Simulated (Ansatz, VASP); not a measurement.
**One calculation of Sb, two programs**

```
CELL_PARAMETERS angstrom
2.10670 1.21630 3.66757
-2.10670 1.21630 3.66757
0.00000 -2.43261 3.66757
ATOMIC_POSITIONS crystal
Sb 0.23364 0.23364 0.23364
Sb 0.76636 0.76636 0.76636
```

Change from the starting cell: volume scaled by 0.94.

Alike in both runs: task single point; functional PBEsol; k mesh 9 × 9 × 9; occupations fermi-dirac, width 0.05 eV; no spin polarisation.

|  | VASP | Ansatz |
| --- | --- | --- |
| version | VASP 6.6.1 | Ansatz 0.2.0 |
| potentials or method | VASP PAW PBE potentials, release 64 (Sb), cutoff 520 eV | all-electron LAPW, scalar-relativistic |

|  | VASP | Ansatz | Ansatz less VASP |
| --- | --- | --- | --- |
| pressure (GPa) | 4.9 | 4.6 | -0.29 |
| traceless stress, the component that is largest in VASP (GPa) | -0.88 | -0.81 | +0.074 |
| rms of the force components (eV/Å) | 0.332 | 0.289 | -0.0429 |

VASP's potentials were made for PBE, not for PBEsol. Atom by atom the forces differ by 0.043 eV/Å (rms over components). Ansatz ran all-electron here, and VASP with PAW potentials.

Neither program's run includes spin-orbit coupling.
